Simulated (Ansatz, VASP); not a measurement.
# Au in VASP and in Ansatz

```
CELL_PARAMETERS angstrom
2.90000 0.00000 0.00000
-1.45000 2.51147 0.00000
0.00000 0.00000 4.88000
ATOMIC_POSITIONS crystal
Au 0.33333 0.66667 0.75000
Au 0.66667 0.33333 0.25000
```

Alike in both runs: task single point; functional r2SCAN; k mesh 9 × 9 × 4; occupations gaussian, width 0.1 eV; no spin polarisation.

|  | VASP | Ansatz |
| --- | --- | --- |
| version | VASP 6.6.1 | Ansatz 0.2.0 |
| potentials or method | VASP PAW PBE potentials, release 64 (Au), cutoff 520 eV | scalar-relativistic, plane waves, PAW |
| valence electrons in the cell | 22 | 38 |

|  | VASP | Ansatz | Ansatz less VASP |
| --- | --- | --- | --- |
| gap on the k mesh at the Fermi level (eV) | none | none | - |
| pressure (GPa) | -1.3 | -1.5 | -0.24 |
| traceless stress, the component that is largest in VASP (GPa) | -0.45 | -0.41 | +0.035 |

VASP's potentials were made for PBE, not for r2SCAN. A gap of «none» marks a metal or a gap that the smearing closes. With one functional, cell and mesh, what is left measures potentials, basis and numerics. VASP's potentials hold 22 valence electrons a cell and Ansatz's 38, so a difference there can come from the potentials and not from the codes.

Spin-orbit coupling is off throughout.
